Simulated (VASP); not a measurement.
Crystal: LiF.

```
Li F
1.0
     3.08105    0.00000    0.00000
    -1.54053    2.66827    0.00000
     0.00000    0.00000    4.78523
Li F
2 2
Direct
  0.33333 0.66667 0.38244
  0.66667 0.33333 0.88244
  0.33333 0.66667 0.99256
  0.66667 0.33333 0.49256
```

Base run:

| Item | Value |
| --- | --- |
| Program | VASP 6.6.1 |
| Functional | PBE |
| Potentials or basis | VASP PAW PBE potentials, release 64 (Li_sv, F) |
| Cutoff | 520 eV |
| k mesh | 6 × 6 × 4 |
| Occupations | gaussian, width 0.01 eV |
| Spin | no spin polarisation |

Its results: band gap on the k mesh 7.84 eV, direct.

Q: The run is repeated on the same cell with these changes: functional from PBE to r2SCAN. What comes out?

A: Band gap on the k mesh 8.68 eV, direct.

r2SCAN gives the wider gap, since meta-GGAs in the generalised Kohn-Sham scheme recover part of the derivative discontinuity.

A k mesh can miss the band edges.
